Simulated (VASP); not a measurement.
HfC: single point with PBE

HfC:

```
CELL_PARAMETERS angstrom
0.00000 2.29013 2.29013
2.29013 0.00000 2.29013
2.29013 2.29013 0.00000
ATOMIC_POSITIONS crystal
Hf 0.50000 0.50000 0.50000
C 0.00000 0.00000 0.00000
```

This cell differs from its parent crystal: strain -0.015 along x and y, -0.015 along z.

```json
{
  "Program": "VASP 6.6.1",
  "Task": "single point",
  "Functional": "PBE",
  "Potentials or basis": "VASP PAW PBE potentials, release 64 (Hf_pv, C)",
  "Cutoff": "520 eV",
  "k mesh": "18 × 18 × 18",
  "Occupations": "gaussian, width 0.15 eV",
  "Spin": "no spin polarisation",
  "Dipole correction": "no",
  "Further INCAR settings": "ALGO = Normal; EDIFF = 1e-06; NBANDS = 14"
}
```

```yaml
Pressure: 11.4 GPa
Band_gap_on_the_k_mesh: zero (band 7 reaches 7.33 eV, above the bottom of band 8 at 5.88 eV)
```

Levels at points of the mesh, in eV from the Fermi level:
| k point | band 3 | band 4 | band 5 | band 6 | band 7 | band 8 | band 9 | band 10 | band 11 | band 12 |
| --- | --- | --- | --- | --- | --- | --- | --- | --- | --- | --- |
| (0.00, 0.00, 0.00) | -29.35 | -12.54 | 1.03 | 1.03 | 1.03 | 1.41 | 1.41 | 1.41 | 3.54 | 3.54 |
| (0.50, 0.00, 0.00) | -29.43 | -8.52 | -6.34 | -3.14 | -3.14 | 5.59 | 5.59 | 6.08 | 6.78 | 12.00 |
| (0.50, 0.50, 0.00) | -29.62 | -10.62 | -2.53 | -1.93 | -0.04 | -0.04 | 5.58 | 7.11 | 7.11 | 9.03 |

Wall time 17 s on 1 thread of Intel(R) Xeon(R) 6975P-C (Granite Rapids) (shared host), peak memory 0.19 GiB.

Caveat: the cell differs from its parent crystal (strain -0.015 along x and y, -0.015 along z); spin-orbit coupling is left out, which moves the levels of the heavy elements.
